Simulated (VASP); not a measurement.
# ZrN: electric field gradients with LDA

Crystal: ZrN.

```
Zr N
1.0
     0.00000    2.25336    2.25336
     2.25336    0.00000    2.25336
     2.25336    2.25336    0.00000
Zr N
1 1
Cartesian
  0.0000 0.0000 0.0000
  2.2534 2.2534 2.2534
```

This cell differs from its parent crystal: volume scaled by 0.96.

| Quantity | Value |
| --- | --- |
| Program | VASP 6.6.1 |
| Task | electric field gradients |
| Functional | LDA |
| Potentials or basis | VASP PAW LDA potentials, release 64 (Zr_sv, N) |
| Cutoff | 520 eV |
| k mesh | 9 × 9 × 9 |
| Occupations | fermi-dirac, width 0.03 eV |
| Spin | no spin polarisation |
| Dipole correction | no |
| Further INCAR settings | ALGO = Normal; EDIFF = 1e-08; NBANDS = 16 |

```
Pressure : 4.3 GPa
```

Levels at points of the mesh, in eV from the Fermi level:
```tsv
k point	band 7	band 8	band 9	band 10	band 11	band 12
(0.00, 0.00, 0.00)	-2.65	-2.65	-0.41	-0.41	-0.41	1.72
```

Wall time 21 s on 1 thread of Intel Xeon 8259CL (shared host), peak memory 0.13 GiB.

Caveat: without QUAD_EFG the Cq values of the log hold for a quadrupole moment of 1 mb, not for the nuclei.
